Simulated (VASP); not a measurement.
Input of a VASP 6.6.1 run:

File INCAR:

```
  PREC = Accurate
  ENCUT = 520
  EDIFF = 1E-8
  ISMEAR = -1
  SIGMA = 0.05
  LREAL = F
  LASPH = T
  NELM = 100
  ALGO = Normal
  ISIF = 2
  LWAVE = F
  LCHARG = F
  GGA = PE
  LEFG = T
  NBANDS = 36
```

KPOINTS

```
regular mesh
0
Gamma
  11 11 6
```

Contents of POSCAR:

```
Ge
1.0
    4.0775375600      0.0000000000      0.0000000000
   -2.0387687800      3.5312511118      0.0000000000
    0.0000000000      0.0000000000      6.5993779500
Ge
4
Direct
    0.6666666667      0.3333333333      0.0629012500
    0.3333333333      0.6666666667      0.5629012500
    0.6666666667      0.3333333333      0.4370987500
    0.3333333333      0.6666666667      0.9370987500
```

Potentials or basis: VASP PAW PBE potentials, release 64 (Ge_d).

Launch:

```console
$ cat potpaw_PBE.64/Ge_d/POTCAR > POTCAR
$ mpirun -np 1 vasp_std > vasp.out
```

Problem. Predict the largest force.

Solution. 0.183 eV/Å.

Problem. Estimate the pressure.

Solution. 0.3 GPa.

Problem. Estimate the band gap on the k mesh.

Solution. Zero (band 28 reaches 4.53 eV, above the bottom of band 29 at 4.52 eV).

Stress tensor (GPa, compression positive):
```
-0.76  0.00  0.00
 0.00 -0.76  0.00
 0.00  0.00  2.37
```

Caveat: the cell differs from its parent crystal (equal xx and yy strain of +2 %); without QUAD_EFG the Cq values of the log hold for a quadrupole moment of 1 mb, not for the nuclei.
